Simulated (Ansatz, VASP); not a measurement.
One calculation of HfO2, two programs

```
Hf O
1.0
     4.83820    0.00000    0.00000
     0.00000    4.83820    0.00000
     0.00000    0.00000    3.22035
Hf O
2 4
Direct
  0.00000 0.00000 0.00587
  0.50000 0.50000 0.49413
  0.19492 0.80508 0.40684
  0.30508 0.30508 0.09316
  0.69492 0.69492 0.09316
  0.80508 0.19492 0.40684
```

Change from the starting cell: mode 12 (420.9 1/cm) frozen in, largest displacement -0.300 Å.

Alike in both runs: task single point; functional r2SCAN; k mesh 6 × 6 × 8; occupations gaussian, width 0.05 eV; no spin polarisation.

|  | VASP | Ansatz |
| --- | --- | --- |
| version | VASP 6.6.1 | Ansatz 0.2.0 |
| potentials or method | VASP PAW PBE potentials, release 64 (Hf_pv, O), cutoff 520 eV | scalar-relativistic, plane waves, PAW |
| valence electrons in the cell | 44 | 76 |

```csv
,VASP,Ansatz,Ansatz less VASP
gap on the k mesh at the Fermi level (eV),4.39,4.43,+0.045
least direct gap on the mesh (eV),4.78,4.80,+0.025
pressure (GPa),13.0,15.6,+2.60
"traceless stress, the component that is largest in VASP (GPa)",-2.60,-2.31,+0.292
rms of the force components (eV/Å),2.157,2.178,+0.0212
```

VASP's potentials were made for PBE, not for r2SCAN. Atom by atom the forces differ by 0.038 eV/Å (rms over components). VASP's potentials hold 44 valence electrons a cell and Ansatz's 76, so a difference there can come from the potentials and not from the codes.

Neither program's run includes spin-orbit coupling.
